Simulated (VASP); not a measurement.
A run of VASP 6.6.1 is set up as follows.

The input INCAR:

```
SYSTEM = SmGaTe3
ALGO = Normal ; EDIFF = 1E-6
ENCUT = 500 ; GGA = PE
GGA_COMPAT = .False. ; ISIF = 2
ISMEAR = -1 ; LASPH = .True.
LCHARG = .False. ; LMAXMIX = 6
LREAL = .False. ; LWAVE = .False.
NBANDS = 29 ; NELM = 200
PREC = Accurate ; SIGMA = 0.1
```

KPOINTS

```
k-points
0
Gamma
  6 6 6
  0 0 0
```

Contents of POSCAR:

```
SmGaTe3
1.0
    6.4056105196      0.0000000000      0.0000000000
   -3.2028052598      5.5474214368      0.0000000000
    0.0000000000      0.0000000000      6.0963747813
Sm Ga Te
1 1 3
Direct
    0.0000000000      0.0000000000      0.0000000000
    0.0000000000      0.0000000000      0.5000000000
    0.5000000000      0.0000000000      0.0000000000
    0.0000000000      0.5000000000      0.0000000000
    0.5000000000      0.5000000000      0.0000000000
```

Potentials or basis: VASP PAW PBE potentials, release 64 (Sm_3, Ga_d, Te), 4f in core.

The run is started by

```console
$ cat potpaw_PBE.64/Sm_3/POTCAR potpaw_PBE.64/Ga_d/POTCAR potpaw_PBE.64/Te/POTCAR > POTCAR
$ mpirun -np 1 vasp_std > vasp.out
```

Problem. What does it give for the band gap on the k mesh?

Solution. Zero (bands 21 and 22 overlap by 2.24 eV).

Problem. Predict the pressure.

Solution. 0.1 GPa.

Stress tensor (GPa, compression positive):
```
0.07 0.00 0.00
0.00 0.07 0.00
0.00 0.00 0.15
```

Caveat: spin-orbit coupling is left out, which moves the levels of the heavy elements; the 4f electrons are frozen in the core, so they carry no moment and show no levels. Spin polarisation is off, so any magnetic state and its effect on volume and gap are missing.
